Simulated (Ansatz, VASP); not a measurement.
# One calculation of NbZn3, two programs

```
Nb Zn
1.0
     3.93400    0.01967    0.01967
     0.01967    3.93400    0.01967
     0.01967    0.01967    3.93400
Nb Zn
1 3
Direct
  0.00000 0.00000 0.00000
  0.00000 0.50000 0.50000
  0.50000 0.00000 0.50000
  0.50000 0.50000 0.00000
```

Change from the starting cell: equal xy, yz and zx shear strains of +1 %.

Alike in both runs: task single point; functional PBEsol; k mesh 10 × 10 × 10; occupations fermi-dirac, width 0.05 eV; no spin polarisation.

|  | VASP | Ansatz |
| --- | --- | --- |
| version | VASP 6.6.1 | Ansatz 0.2.0 |
| potentials or method | VASP PAW PBE potentials, release 64 (Nb_sv, Zn), cutoff 520 eV | all-electron LAPW, scalar-relativistic |

|  | VASP | Ansatz | Ansatz less VASP |
| --- | --- | --- | --- |
| pressure (GPa) | -5.2 | -5.4 | -0.22 |
| traceless stress, the component that is largest in VASP (GPa) | -0.90 | -0.89 | +0.007 |

VASP's potentials were made for PBE, not for PBEsol. Ansatz ran all-electron here, and VASP with PAW potentials.
